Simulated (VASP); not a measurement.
A run of VASP 6.6.1 is set up as follows.

File POSCAR:

```
C
1.0
    2.5031953733      0.0000000000      0.0000000000
   -1.2515976866      2.1678307839      0.0000000000
    0.0000000000      0.0000000000      4.1688692751
C
4
Direct
    0.3333333333      0.6666666667      0.0002313174
    0.6666666667      0.3333333333      0.5002313174
    0.3333333333      0.6666666667      0.3747686826
    0.6666666667      0.3333333333      0.8747686826
```

Contents of INCAR.step1:

```
SYSTEM = C
PREC = Accurate
ENCUT = 500
EDIFF = 1E-8
ISMEAR = 0
SIGMA = 0.01
LREAL = .False.
LASPH = .True.
NELM = 80
ALGO = Normal
LWAVE = .True.
LCHARG = .False.
```

The input INCAR.step2:

```
SYSTEM = C
PREC = Accurate
ENCUT = 500
EDIFF = 1E-8
ISMEAR = 0
SIGMA = 0.01
LREAL = .False.
LASPH = .True.
NELM = 1
ALGO = Exact
LWAVE = .True.
LCHARG = .False.
NBANDS = 93
LOPTICS = .True.
ISTART = 1
```

File INCAR.step3:

```
SYSTEM = C
PREC = Accurate
ENCUT = 500
EDIFF = 1E-8
ISMEAR = 0
SIGMA = 0.01
LREAL = .False.
LASPH = .True.
ALGO = EVGW0
LWAVE = .False.
LCHARG = .False.
NELMGW = 1
NBANDS = 93
ENCUTGW = 140.0
NOMEGA = 96
PRECFOCK = Fast
ISTART = 1
NBANDSGW = 16
OMEGAMAX = 20
```

KPOINTS

```
Automatic mesh
0
Gamma
  6 6 4
  0 0 0
```

Potentials or basis: VASP PAW LDA potentials, release 64 (C_GW).

Launch:

```sh
$ cat potpaw_LDA.64/C_GW/POTCAR > POTCAR
$ cp INCAR.step1 INCAR
$ mpirun -np 1 vasp_std > vasp.out
$ cp INCAR.step2 INCAR
$ mpirun -np 1 vasp_std > vasp.out
$ cp INCAR.step3 INCAR
$ mpirun -np 1 vasp_std > vasp.out
```

**Question.** Estimate the quasiparticle gap.

**Answer.** 4.30 eV.

**Question.** Estimate the least direct quasiparticle gap.

**Answer.** 6.56 eV.

**Question.** Estimate the least direct gap of the starting levels on the mesh.

**Answer.** 4.94 eV.

**Question.** Estimate the band gap of the starting levels on the mesh.

**Answer.** 3.11 eV.

Caveat: the k points lie up to 0.48 Å⁻¹ apart; bands, screening cutoff and mesh are small and nothing is extrapolated, so the quasiparticle values aren't converged.
